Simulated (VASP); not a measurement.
HfO2, 6 atoms in the cell. The structure is orthorhombic, space group Cmm2 (No. 35). The conventional cell has a = 6.773 Å, b = 6.773 Å, c = 3.186 Å, α = 90.00°, β = 90.00°, γ = 90.00°. Within 2.7 Å of Hf (site symmetry mm2) lie 6 O at 2.05 to 2.09 Å. Hf (site symmetry mm2) has 6 O at 2.06 to 2.07 Å within 2.7 Å. Within 2.7 Å of O (site symmetry m) lie 3 Hf at 2.05 to 2.09 Å and 1 O at 2.64 Å. Within 2.7 Å of O (site symmetry m) lie 3 Hf at 2.07 Å and 1 O at 2.64 Å.  This cell differs from its parent crystal: atom 1 (Hf) moved +0.025 Å along Cartesian [0 0 1].

- Program: VASP 6.6.1
- Task: single point
- Functional: LDA
- Potentials or basis: VASP PAW LDA potentials, release 64 (Hf_pv, O)
- Cutoff: 520 eV
- k mesh: 6 × 6 × 8
- Occupations: gaussian, width 0.05 eV
- Spin: no spin polarisation
- Dipole correction: no
- Further INCAR settings: ALGO = Normal; EDIFF = 1e-07; NBANDS = 31

Potentials or basis: VASP PAW LDA potentials, release 64 (Hf_pv, O).

Launch:

```console
$ cat potpaw_LDA.64/Hf_pv/POTCAR potpaw_LDA.64/O/POTCAR > POTCAR
$ mpirun -np 1 vasp_std > vasp.out
```

Hardware: 1 thread of AMD EPYC 7R13 Processor (Zen 3) (shared host).

Question: Estimate the wall time of this run.

Answer: Wall time 91 s on 1 thread of AMD EPYC 7R13 Processor (Zen 3), on a shared host, peak memory 0.2 GiB. Counts: scf iterations 14, k points 65.
